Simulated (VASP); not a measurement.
# YbOs3 (Pm-3m) in VASP: further runs, part 2 of 2

VASP 6.6.1.

### Step 5. Single point, PBEsol (16.18 Å³/atom)

This run uses another cell than the first one, of 16.18 Å³/atom.

Contents of INCAR:

```
  PREC = Accurate
  ENCUT = 520
  EDIFF = 1E-7
  ISMEAR = 0
  SIGMA = 0.05
  LREAL = False
  LASPH = True
  NELM = 80
  ALGO = Normal
  ISIF = 2
  LWAVE = False
  LCHARG = True
  GGA = PS
  LELF = True
  LVHAR = True
  NBANDS = 32
```

Contents of KPOINTS:

```
regular mesh
0
Gamma
  8 8 8
```

Contents of POSCAR:

```
YbOs3
1.0
    4.0150503841      0.0000000000      0.0000000000
    0.0000000000      4.0150503841      0.0000000000
    0.0000000000      0.0000000000      4.0150503841
Yb Os
1 3
Direct
    0.0000000000      0.0000000000      0.0000000000
    0.0000000000      0.5000000000      0.5000000000
    0.5000000000      0.5000000000      0.0000000000
    0.5000000000      0.0000000000      0.5000000000
```

Potentials or basis: VASP PAW PBE potentials, release 64 (Yb, Os).

The run is started by

```console
> cat potpaw_PBE.64/Yb/POTCAR potpaw_PBE.64/Os/POTCAR > POTCAR
> mpirun -np 1 vasp_std > vasp.out
```

OUTCAR:

```text
PREC = Accurate
   ENCUT = 520
   EDIFF = 1E-7
   ISMEAR = 0
   LREAL = False
   LASPH = True
   NELM = 80
   ISIF = 2
   GGA = PS

 ion  position               nearest neighbor table
   1  0.000  0.000  0.000-   2 2.84   3 2.84   4 2.84   2 2.84   4 2.84   2 2.84   3 2.84   2 2.84
                             3 2.84   4 2.84   4 2.84   3 2.84
   2  0.000  0.500  0.500-   1 2.84   3 2.84   4 2.84   1 2.84   3 2.84   1 2.84   4 2.84   1 2.84
                             3 2.84   4 2.84   3 2.84   4 2.84
   3  0.500  0.500  0.000-   1 2.84   2 2.84   4 2.84   2 2.84   4 2.84   1 2.84   4 2.84   4 2.84
                             1 2.84   2 2.84   2 2.84   1 2.84
   4  0.500  0.000  0.500-   1 2.84   2 2.84   3 2.84   1 2.84   3 2.84   2 2.84   3 2.84   3 2.84
                             1 2.84   2 2.84   1 2.84   2 2.84

  LATTYP: Found a simple cubic cell.
 ALAT       =     4.0150503841

  Lattice vectors:

 A1 = (   4.0150503841,   0.0000000000,   0.0000000000)
 A2 = (   0.0000000000,   4.0150503841,   0.0000000000)
 A3 = (   0.0000000000,   0.0000000000,   4.0150503841)

Analysis of symmetry for initial positions (statically):
=====================================================================
[... 180 lines left out ...]
 cond. band min:       6.1856397184   @ k =   0.3750   0.2500   0.0000
 fundamental gap:      0.0116318842
 Fermi energy:         6.1746287633

 k-point     1 :       0.0000    0.0000    0.0000
  band No.  band energies     occupation
      1     -44.6613      2.00000
      2     -16.8779      2.00000
      3     -16.8779      2.00000
      4     -16.8779      2.00000
      5      -2.5282      2.00000
      6       0.5720      2.00000
[... 829 lines left out ...]
     31      11.0663      0.00000
     32      11.3329      0.00000

 [... further k-points ...]

------------------------ aborting loop because EDIFF is reached ----------------------------------------

  FORCE on cell =-STRESS in cart. coord.  units (eV):
  Direction    XX          YY          ZZ          XY          YZ          ZX
  --------------------------------------------------------------------------------------
  -------------------------------------------------------------------------------------
  Total       -3.5817631     -3.5817631     -3.5817631     -0.0000000      0.0000000     -0.0000000
  in kB      -88.6613699    -88.6613699    -88.6613699     -0.0000000      0.0000000     -0.0000000
  external PRESSURE =     -88.6613699 kB  Pullay stress =       0.0000000 kB

 VOLUME and BASIS-vectors are now :
 -----------------------------------------------------------------------------
  energy-cutoff  :      520.00
  volume of cell :       64.73
      direct lattice vectors                 reciprocal lattice vectors
     4.015050384  0.000000000  0.000000000     0.249062877  0.000000000  0.000000000
     0.000000000  4.015050384  0.000000000     0.000000000  0.249062877  0.000000000
     0.000000000  0.000000000  4.015050384     0.000000000  0.000000000  0.249062877

 POSITION                                       TOTAL-FORCE (eV/Angst)
 -----------------------------------------------------------------------------------
      0.00000      0.00000      0.00000         0.000000      0.000000      0.000000
      0.00000      2.00753      2.00753         0.000000      0.000000      0.000000
      2.00753      2.00753      0.00000         0.000000      0.000000      0.000000
      2.00753      0.00000      2.00753         0.000000      0.000000      0.000000
 -----------------------------------------------------------------------------------
    total drift:                                0.000000      0.000000     -0.000000

  FREE ENERGIE OF THE ION-ELECTRON SYSTEM (eV)
  ---------------------------------------------------
  free  energy   TOTEN  =       -38.7341014989 eV

  energy  without entropy=      -38.7258326159  energy(sigma->0) =      -38.72996706
```

stdout:

```text
POSCAR found type information on POSCAR YbOs
 POSCAR found :  2 types and       4 ions
 scaLAPACK will be used
 -----------------------------------------------------------------------------
|                                                                             |
|                                                                             |
|     You enforced a specific xc type in the INCAR file but a different       |
|     I HOPE YOU KNOW WHAT YOU ARE DOING!                                     |
|                                                                             |
 -----------------------------------------------------------------------------

 LDA part: xc-table for (Slater+PW92), standard interpolation
 POSCAR, INCAR and KPOINTS ok, starting setup
 FFT: planning ... GRIDC
 FFT: planning ... GRID_SOFT
 FFT: planning ... GRID
 WAVECAR not read
 entering main loop
```

Wall time 3.2 min (1 thread of Intel Xeon 6975P-C (Granite Rapids), shared host); peak memory 0.23 GiB.

Results:

- Free energy: -38.7341 eV
- Pressure: -8.9 GPa
- Band gap on the k mesh: zero (bands 24 and 25 overlap by 2.66 eV)

Caveat: the cell stands under tension; the PAW data sets were made with another functional, which shifts forces and pressure a little; spin-orbit coupling is left out, which moves the levels of the heavy elements.

### Step 6. Single point, PBEsol

This run uses another cell than the first one, of 18.37 Å³/atom.

Contents of INCAR:

```
PREC = Accurate ; ENCUT = 520
EDIFF = 1E-6 ; ISMEAR = 0
SIGMA = 0.05 ; LREAL = F
LASPH = T ; NELM = 100
ALGO = Normal ; ISIF = 2
LWAVE = F ; LCHARG = F
GGA = PS ; NBANDS = 32
```

KPOINTS is that of step 5.

Contents of POSCAR:

```
YbOs3
1.0
    4.1888593641      0.0000000000      0.0000000000
    0.0000000000      4.1888593641      0.0000000000
    0.0000000000      0.0000000000      4.1888593641
Yb Os
1 3
Direct
    0.0000000000      0.0000000000      0.0000000000
    0.0000000000      0.5000000000      0.5000000000
    0.5000000000      0.5000000000      0.0000000000
    0.5000000000      0.0000000000      0.5000000000
```

Potentials or basis: VASP PAW PBE potentials, release 64 (Yb, Os).

The run is started by

```console
> cat potpaw_PBE.64/Yb/POTCAR potpaw_PBE.64/Os/POTCAR > POTCAR
> mpirun -np 1 vasp_std > vasp.out
```

Wall time 70 s (1 thread of Intel Xeon 6975P-C (Granite Rapids), shared host); peak memory 0.23 GiB.

Results (log left out):

* Free energy: -37.6270 eV
* Pressure: -28.9 GPa
* Band gap on the k mesh: zero (bands 24 and 25 overlap by 2.16 eV)

Levels at points of the mesh, in eV from the Fermi level:
| k point | band 22 | band 23 | band 24 | band 25 | band 26 | band 27 |
| --- | --- | --- | --- | --- | --- | --- |
| (0.00, 0.00, 0.00) | 0.69 | 0.69 | 1.81 | 2.26 | 2.26 | 2.26 |
| (0.50, 0.00, 0.00) | -0.57 | -0.36 | 0.06 | 0.07 | 0.07 | 0.97 |
| (0.50, 0.50, 0.00) | -0.58 | -0.56 | -0.30 | -0.30 | -0.15 | 0.13 |
| (0.50, 0.50, 0.50) | -0.39 | -0.39 | 0.22 | 1.45 | 1.45 | 1.45 |

Caveat: the cell stands under tension; the PAW data sets were made with another functional, which shifts forces and pressure a little; spin-orbit coupling is left out, which moves the levels of the heavy elements. Spin polarisation is off, so any magnetic state and its effect on volume and gap are missing.

### Step 7. The runs side by side

```tsv
level	cell	gap on the mesh (eV)	pressure (GPa)
PBEsol	a = 3.909 Å, 4 atoms	none	12.7
PBEsol+D4	a = 3.963 Å, 4 atoms	none	-2.9
PBEsol	a = 3.989 Å, 4 atoms	none	-4.7
PBEsol	a = 4.015 Å, 4 atoms	none	-8.9
PBEsol	a = 4.189 Å, 4 atoms	none	-28.9
```

Alike in all rows: task single point; potentials or basis VASP PAW PBE potentials, release 64 (Yb, Os); no spin polarisation; k mesh 8 × 8 × 8; cutoff (eV) 520; smearing gaussian 0.05 eV.

Caveats: the PAW data sets were made with another functional, which shifts forces and pressure a little; spin-orbit coupling is left out, which moves the levels of the heavy elements; the cell stands under tension (at least some runs); the cell stands under pressure (at least some runs).

Total energies depend on the potentials used, so only differences within one code and one set of settings carry meaning.
